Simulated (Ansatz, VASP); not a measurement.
**One calculation of FeO, two programs**

INCAR

```
ALGO = Normal
EDIFF = 1E-6
EDIFFG = -0.01
ENCUT = 600
IBRION = 2
ISIF = 3
ISMEAR = -1
ISPIN = 2
LASPH = True
LCHARG = False
LMAXMIX = 4
LORBIT = 11
LREAL = False
LWAVE = False
MAGMOM = 3 0
NELM = 150
NSW = 60
PREC = Accurate
SIGMA = 0.05
```

File KPOINTS:

```
k-points
0
Gamma
  10 10 10
```

File POSCAR:

```
FeO
1.0
    2.6124696300      0.0000000000      0.0000000000
    0.0000000000      2.6124696300      0.0000000000
    0.0000000000      0.0000000000      2.6124696300
Fe O
1 1
Direct
    0.0000000000      0.0000000000      0.0000000000
    0.5000000000      0.5000000000      0.5000000000
```

The input input.yaml:

```yaml
crystal:
  lattice:
    - [2.61246963, 0.0, 0.0]
    - [0.0, 2.61246963, 0.0]
    - [0.0, 0.0, 2.61246963]
  atoms:
    - { symbol: Fe, position: [0.0, 0.0, 0.0], spin: 3.0 }
    - { symbol: O, position: [0.5, 0.5, 0.5] }
hamiltonian:
  xc: lda
  pseudopotentials: { kind: paw }
magnetization:
  spin_polarized: true
kpoints:
  mp_grid: { grid: [10, 10, 10] }
scf:
  occupations: { method: fermi_dirac, width: 0.05 }
output:
  forces: true
  stress: true
  eigenvalues: true
relax:
  f_tol: 0.01
  max_steps: 40
  cell: { stress_tol: 0.05 }
```

Alike in both runs: task relaxation of cell and atoms; functional LDA; k mesh 10 × 10 × 10; occupations fermi-dirac, width 0.05 eV; collinear spin.

|  | VASP | Ansatz |
| --- | --- | --- |
| version | VASP 6.6.1 | Ansatz 0.2.0 |
| potentials or method | VASP PAW LDA potentials, release 64 (Fe, O) | Ansatz PAW |
| plane-wave cutoff (eV) | 600 | 420 |
| valence electrons in the cell | 14 | 22 |

```tsv
	VASP	Ansatz	Ansatz less VASP
gap on the k mesh at the Fermi level, each at its own relaxed structure (eV)	none	none	-
net moment per atom (μB)	1.97	1.99	+0.018
size of the moment on the site where the two differ most (μB)	3.44	3.37	-0.067
relaxed volume (Å³/atom)	8.55	8.56	+0.011
relaxed length of the cell vector where the two differ most in proportion (Å)	2.576	2.577	+0.0011
```

LDA's correlation is that of Perdew and Zunger in VASP and of Perdew and Wang (1992) in Ansatz. Site moments also hang on the region over which each program counts them. A gap of «none» marks a metal or a gap that the smearing closes. VASP's potentials hold 14 valence electrons a cell and Ansatz's 22, so a difference there can come from the potentials and not from the codes.

Noted on Ansatz's run: Pulay correction over one GPa; the plane-wave basis is chosen anew once the cell has moved, so the energies of steps on either side of that aren't comparable.
